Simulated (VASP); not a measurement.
Wanted: the native input for a VASP 6.6.1 run.

```
Task                   : single point
Functional             : PBEsol
Potentials or basis    : VASP PAW PBE potentials, release 64 (Mg, O)
Cutoff                 : 520 eV
k mesh                 : 6 × 6 × 2
Occupations            : gaussian, width 0.01 eV
Spin                   : no spin polarisation
Dipole correction      : no
Further INCAR settings : ALGO = Normal; EDIFF = 1e-06; NBANDS = 26
```

The structure of MgO lies in POSCAR:

```
MgO
1.0
    3.2505940000      0.0000000000      0.0000000000
   -1.6252970000      2.8150970000      0.0000000000
    0.0000000000      0.0000000000     10.3863380000
Mg O
4 4
Direct
    0.3333333333      0.6666666667      0.9696620000
    0.0000000000      0.0000000000      0.2210020000
    0.0000000000      0.0000000000      0.7210020000
    0.6666666667      0.3333333333      0.4696620000
    0.3333333333      0.6666666667      0.7798400000
    0.0000000000      0.0000000000      0.5294930000
    0.0000000000      0.0000000000      0.0294930000
    0.6666666667      0.3333333333      0.2798400000
```

These files were run (other wordings do the same):

INCAR

```
  PREC = Accurate
  ENCUT = 520
  EDIFF = 1E-6
  ISMEAR = 0
  SIGMA = 0.01
  LREAL = False
  LASPH = True
  NELM = 100
  ALGO = Normal
  ISIF = 2
  LWAVE = False
  LCHARG = False
  GGA = PS
  NBANDS = 26
```

KPOINTS

```
Automatic mesh
0
Gamma
  6 6 2
```

Potentials or basis: VASP PAW PBE potentials, release 64 (Mg, O).

The run is started by

```sh
$ cat potpaw_PBE.64/Mg/POTCAR potpaw_PBE.64/O/POTCAR > POTCAR
$ mpirun -np 1 vasp_std > vasp.out
```

It gave:

| Item | Value |
| --- | --- |
| Pressure | 0.4 GPa |
| Largest force | 0.005 eV/Å |
| Band gap on the k mesh | 3.49 eV, direct |

Caveat: the PAW data sets were made with another functional, which shifts forces and pressure a little.

Run time: 65 s on 1 thread of Intel Xeon 8259CL, with other jobs on the host, peak memory 0.21 GiB.
